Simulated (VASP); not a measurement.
# Be2CdO3 (Cmc2_1) in VASP: single point with r2SCAN

Aim: the single point of Be2CdO3 with r2SCAN.

Program: VASP 6.6.1. These are calculated values, not measurements. Logs are shortened: lines on timing, memory, paths and dates and some standing lists are left out, and cuts for length are marked.

### 1 The cell of the first run

It takes space group Cmc2_1 (No. 36, orthorhombic). Conventional cell: a = 9.094 Å, b = 5.190 Å, c = 4.727 Å, α = 90.00°, β = 90.00°, γ = 90.00°. Be (site symmetry 1) has 4 O at 1.66 to 1.72 Å within 2.2 Å. Cd (site symmetry m) has 6 O at 2.23 to 2.90 Å within 2.9 Å. Within 2.2 Å of O (site symmetry 1) lie 3 Be at 1.66 to 1.68 Å. O (site symmetry m) has 2 Be at 1.72 Å and 2 Cd at 2.26 to 2.30 Å within 2.3 Å.

### 2 Single point, r2SCAN

POSCAR reads:

```
Be2CdO3
1.0
    4.5469145123     -2.5949206270      0.0000000000
    4.5469145123      2.5949206270      0.0000000000
    0.0000000000      0.0000000000      4.7271711117
Be Cd O
4 2 6
Direct
    0.4747519816      0.1655757361      0.4964278606
    0.1655757361      0.4747519816      0.9964278606
    0.5252480184      0.8344242639      0.9964278606
    0.8344242639      0.5252480184      0.4964278606
    0.1888049640      0.8111950360      0.5129552536
    0.8111950360      0.1888049640      0.0129552536
    0.1592032673      0.4191277310      0.6474148156
    0.5808722690      0.8407967327      0.6474148156
    0.7469130650      0.2530869350      0.5396593943
    0.4191277310      0.1592032673      0.1474148156
    0.8407967327      0.5808722690      0.1474148156
    0.2530869350      0.7469130650      0.0396593943
```

INCAR.step1 reads:

```
SYSTEM = Be2CdO3
PREC = Accurate
ENCUT = 520
ISMEAR = 0
SIGMA = 0.02
LREAL = .FALSE.
LASPH = .TRUE.
NELM = 60
NBANDS = 46
GGA = PE
ALGO = Normal
EDIFF = 1E-4
LWAVE = .TRUE.
LCHARG = .FALSE.
```

INCAR.step2 reads:

```
SYSTEM = Be2CdO3
PREC = Accurate
ENCUT = 520
EDIFF = 1E-6
ISMEAR = 0
SIGMA = 0.02
LREAL = .FALSE.
LASPH = .TRUE.
NELM = 60
ALGO = Normal
ISIF = 2
LWAVE = .FALSE.
LCHARG = .TRUE.
METAGGA = R2SCAN
LMIXTAU = .TRUE.
LELF = .TRUE.
LVHAR = .TRUE.
NBANDS = 46
ISTART = 1
```

KPOINTS reads:

```
Automatic mesh
0
G
  6 6 6
  0 0 0
```

Potentials or basis: VASP PAW PBE potentials, release 64 (Be, Cd, O).

Started as:

```console
$ cat potpaw_PBE.64/Be/POTCAR potpaw_PBE.64/Cd/POTCAR potpaw_PBE.64/O/POTCAR > POTCAR
$ cp INCAR.step1 INCAR
$ mpirun -np 1 vasp_std > vasp.out
$ cp INCAR.step2 INCAR
$ mpirun -np 1 vasp_std > vasp.out
```

OUTCAR:

```text
SYSTEM = Be2CdO3
   PREC = Accurate
   ENCUT = 520
   EDIFF = 1E-6
   ISMEAR = 0
   LREAL = .FALSE.
   LASPH = .TRUE.
   NELM = 60
   ISIF = 2
   METAGGA = R2SCAN
   ISTART = 1

 ion  position               nearest neighbor table
   1  0.475  0.166  0.496-   8 1.66   7 1.66  10 1.68   9 1.72   5 2.92   5 2.92   6 2.93   6 3.05

   2  0.166  0.475  0.996-  11 1.66  10 1.66   7 1.68  12 1.72   6 2.92   6 2.92   5 2.93   5 3.05

   3  0.525  0.834  0.996-  10 1.66  11 1.66   8 1.68  12 1.72   6 2.92   6 2.92   5 2.93   5 3.05

   4  0.834  0.525  0.496-   7 1.66   8 1.66  11 1.68   9 1.72   5 2.92   5 2.92   6 2.93   6 3.05

   5  0.189  0.811  0.513-   7 2.23   8 2.23  12 2.26   9 2.30  12 2.51   1 2.92   4 2.92   4 2.92
                             1 2.92   2 2.93   3 2.93   3 3.05   2 3.05   6 3.07   6 3.07
   6  0.811  0.189  0.013-  10 2.23  11 2.23   9 2.26  12 2.30   9 2.51   2 2.92   3 2.92   3 2.92
                             2 2.92   4 2.93   1 2.93   4 3.05   1 3.05   5 3.07   5 3.07
   7  0.159  0.419  0.647-   4 1.66   1 1.66   2 1.68   5 2.23
   8  0.581  0.841  0.647-   1 1.66   4 1.66   3 1.68   5 2.23
   9  0.747  0.253  0.540-   1 1.72   4 1.72   6 2.26   5 2.30   6 2.51
  10  0.419  0.159  0.147-   3 1.66   2 1.66   1 1.68   6 2.23
  11  0.841  0.581  0.147-   2 1.66   3 1.66   4 1.68   6 2.23
  12  0.253  0.747  0.040-   2 1.72   3 1.72   5 2.26   6 2.30   5 2.51

  LATTYP: Found a base centered orthorhombic cell.
 ALAT       =     5.1898412540
 B/A-ratio  =     1.7522364519
 C/A-ratio  =     0.9108508103

  Lattice vectors:

 A1 = (  -4.5469145123,  -2.5949206270,   0.0000000000)
 A2 = (   4.5469145123,  -2.5949206270,   0.0000000000)
 A3 = (   0.0000000000,   0.0000000000,   4.7271711117)

Analysis of symmetry for initial positions (statically):
=====================================================================
 Subroutine PRICEL returns:
 Original cell was already a primitive cell.

 Routine SETGRP: Setting up the symmetry group for a
 base centered orthorhombic supercell.

 Subroutine GETGRP returns: Found  4 space group operations
 (whereof  2 operations were pure point group operations)
 out of a pool of  8 trial point group operations.

The static configuration has the point symmetry C_1h.
 The point group associated with its full space group is C_2v.

Analysis of symmetry for dynamics (positions and initial velocities):
=====================================================================
 Subroutine PRICEL returns:
 Original cell was already a primitive cell.

 Routine SETGRP: Setting up the symmetry group for a
 base centered orthorhombic supercell.

 Subroutine GETGRP returns: Found  4 space group operations
[... 134 lines left out ...]
   PSTRESS=    0.0 pullay stress
   NELECT =      68.0000    total number of electrons
   NUPDOWN=      -1.0000    fix difference up-down
   EMIN   =  10.00;   EMAX   =-10.00  energy-range for DOS
   EFERMI =   0.00;   METHOD = LEGACY
   ISMEAR =     0;   SIGMA  =   0.02  broadening in eV -4-tet -1-fermi 0-gaus
   EFERMI_NEDOS =   21; number of points for ismear=-14 and -15
   IALGO  =     38    algorithm
   IMIX   =      4    mixing-type and parameters
     AMIX     =   0.40;   BMIX     =  1.00
     AMIX_MAG =   1.60;   BMIX_MAG =  1.00
  volume/ion in A,a.u.               =       9.30        62.73
  Fermi-wavevector in a.u.,A,eV,Ry     =   1.388099  2.623127 26.215958  1.926819
  Thomas-Fermi vector in A             =   2.512257
   LORBIT       =      0    0 simple, 1 ext, 2 COOP (PROOUT), +10 PAW based schemes
   METAGGA = R2SCAN    functional components
   LHFCALC =     F    Hartree Fock is set to
   AEXX    =    0.0000 exact exchange contribution
   IVDW    =     0    specifies the selected vdW correction
   LEPSILON=     F    determine dielectric tensor
   LRPA    =     F    only Hartree local field effects (RPA)
 non-spin polarized calculation
 Gauss-broadening in eV      SIGMA  =   0.02
  energy-cutoff  :      520.00
  volume of cell :      111.55
 maximum number of plane-waves:      3034
   NGX = 19   NGY = 19   NGZ = 17

 number of electron      68.0000004 magnetization

 Free energy of the ion-electron system (eV)
  ---------------------------------------------------
  ext. energy  EPLUGINS =         0.00000000
  ---------------------------------------------------
  free energy    TOTEN  =      -121.55002211 eV

  energy without entropy =     -121.55002211  energy(sigma->0) =     -121.55002211

 E-fermi :   2.3341     XC(G=0): -11.7869

 val. band max:        2.2284377700   @ k =   0.1667   0.1667   0.5000
 cond. band min:       4.7017101610   @ k =   0.0000   0.0000   0.0000
 fundamental gap:      2.4732723910
 Fermi energy:         2.3340591265

 k-point     1 :       0.0000    0.0000    0.0000
  band No.  band energies     occupation
      1     -16.9057      2.00000
      2     -15.6593      2.00000
      3     -15.4788      2.00000
      4     -15.3989      2.00000
      5     -15.3961      2.00000
      6     -15.3639      2.00000
[... 1165 lines left out ...]
     45      15.3580      0.00000
     46      15.6360      0.00000

 [... further k-points ...]
[... 5 lines left out ...]
  --------------------------------------------------------------------------------------
  -------------------------------------------------------------------------------------
  Total       -2.2579295     -2.6161639     -2.6694304      0.0000000      0.0000000      0.0000000
  in kB      -32.4301356    -37.5753771    -38.3404313      0.0000000      0.0000000      0.0000000
  external PRESSURE =     -36.1153147 kB  Pullay stress =       0.0000000 kB

 VOLUME and BASIS-vectors are now :
 -----------------------------------------------------------------------------
  energy-cutoff  :      520.00
  volume of cell :      111.55
      direct lattice vectors                 reciprocal lattice vectors
     4.546914512 -2.594920627  0.000000000     0.109964680 -0.192684121  0.000000000
     4.546914512  2.594920627  0.000000000     0.109964680  0.192684121  0.000000000
     0.000000000  0.000000000  4.727171112     0.000000000  0.000000000  0.211543009

 POSITION                                       TOTAL-FORCE (eV/Angst)
 -----------------------------------------------------------------------------------
      2.91152     -0.80229      2.34670        -0.025107     -0.005387      0.012961
      2.91152      0.80229      4.71028        -0.025107      0.005387      0.012961
      6.18231      0.80229      4.71028         0.025107      0.005387      0.012961
      6.18231     -0.80229      2.34670         0.025107     -0.005387      0.012961
      4.54691      1.61505      2.42483         0.000000     -0.006121      0.022589
      4.54691     -1.61505      0.06124         0.000000      0.006121      0.022589
      2.62962      0.67448      3.06044        -0.027217     -0.004778     -0.004318
      6.46421      0.67448      3.06044         0.027217     -0.004778     -0.004318
      4.54691     -1.28144      2.55106         0.000000     -0.003783     -0.039874
      2.62962     -0.67448      0.69686        -0.027217      0.004778     -0.004318
      6.46421     -0.67448      0.69686         0.027217      0.004778     -0.004318
      4.54691      1.28144      0.18748         0.000000      0.003783     -0.039874
 -----------------------------------------------------------------------------------
    total drift:                                0.000000     -0.000000     -0.001517

  FREE ENERGIE OF THE ION-ELECTRON SYSTEM (eV)
  ---------------------------------------------------
  free  energy   TOTEN  =      -121.5500221115 eV

  energy  without entropy=     -121.5500221115  energy(sigma->0) =     -121.55002211
```

OSZICAR.step1:

```text
N       E                     dE             d eps       ncg     rms          rms(c)
DAV:   1     0.507438518075E+03    0.50744E+03   -0.36359E+04  4784   0.147E+03
DAV:   2    -0.427385472968E+02   -0.55018E+03   -0.52585E+03  5280   0.383E+02
DAV:   3    -0.818613149932E+02   -0.39123E+02   -0.38803E+02  5904   0.113E+02
DAV:   4    -0.823630392813E+02   -0.50172E+00   -0.50077E+00  5728   0.143E+01
DAV:   5    -0.823685315311E+02   -0.54922E-02   -0.54905E-02  5798   0.140E+00    0.194E+01
DAV:   6    -0.719785989230E+02    0.10390E+02   -0.31410E+01  6882   0.556E+01    0.123E+01
DAV:   7    -0.719216206862E+02    0.56978E-01   -0.46562E+00  5544   0.131E+01    0.838E+00
DAV:   8    -0.717461572251E+02    0.17546E+00   -0.10754E+00  5762   0.566E+00    0.151E+00
DAV:   9    -0.717111098916E+02    0.35047E-01   -0.17405E-01  5824   0.277E+00    0.361E-01
DAV:  10    -0.717128420911E+02   -0.17322E-02   -0.37762E-02  5504   0.138E+00    0.416E-01
DAV:  11    -0.717127162060E+02    0.12589E-03   -0.90025E-04  5458   0.212E-01    0.319E-01
DAV:  12    -0.717129334432E+02   -0.21724E-03   -0.26387E-03  5450   0.308E-01    0.153E-01
DAV:  13    -0.717128994016E+02    0.34042E-04   -0.21133E-04  3832   0.101E-01
   1 F= -.71712899E+02 E0= -.71712899E+02  d E =-.256619E-26
```

Wall time 10 min (1 thread of Intel Xeon 6975P-C (Granite Rapids), shared host); peak memory 0.38 GiB.

Results:

```
Free energy            : -121.5500 eV
Pressure               : -3.6 GPa
Largest force          : 0.040 eV/Å
Band gap on the k mesh : 2.47 eV, indirect (least direct gap 2.95 eV)
```

Forces in eV/Å, atoms in the order of the input:
```
Be  -0.025 -0.005  0.013
Be  -0.025  0.005  0.013
Be   0.025  0.005  0.013
Be   0.025 -0.005  0.013
Cd   0.000 -0.006  0.023
Cd   0.000  0.006  0.023
O   -0.027 -0.005 -0.004
O    0.027 -0.005 -0.004
O    0.000 -0.004 -0.040
O   -0.027  0.005 -0.004
O    0.027  0.005 -0.004
O    0.000  0.004 -0.040
```

Stress tensor (GPa, compression positive):
```
-3.24  0.00  0.00
 0.00 -3.76  0.00
 0.00  0.00 -3.83
```

Levels at points of the mesh, in eV from the valence-band top:
| k point | band 31 | band 32 | band 33 | band 34 | band 35 | band 36 | band 37 | band 38 |
| --- | --- | --- | --- | --- | --- | --- | --- | --- |
| (0.00, 0.00, 0.00) | -0.90 | -0.55 | -0.54 | -0.48 | 2.47 | 6.22 | 9.66 | 9.91 |
| (0.50, 0.00, 0.00) | -1.11 | -1.10 | -0.68 | -0.29 | 4.80 | 5.83 | 9.09 | 9.13 |
| (0.50, 0.50, 0.00) | -1.20 | -1.19 | -0.37 | -0.36 | 4.68 | 5.93 | 7.27 | 9.46 |
| (0.00, 0.00, 0.50) | -0.83 | -0.83 | -0.11 | -0.11 | 5.13 | 5.13 | 9.46 | 9.46 |
| (0.50, 0.00, 0.50) | -0.67 | -0.67 | -0.16 | -0.16 | 5.96 | 5.96 | 7.88 | 7.88 |
| (0.50, 0.50, 0.50) | -0.74 | -0.74 | -0.34 | -0.34 | 6.05 | 6.05 | 8.26 | 8.26 |

Caveat: the PAW data sets were made with another functional, which shifts forces and pressure a little. r2SCAN opens gaps a little over a GGA but as a rule still falls short of measured ones.
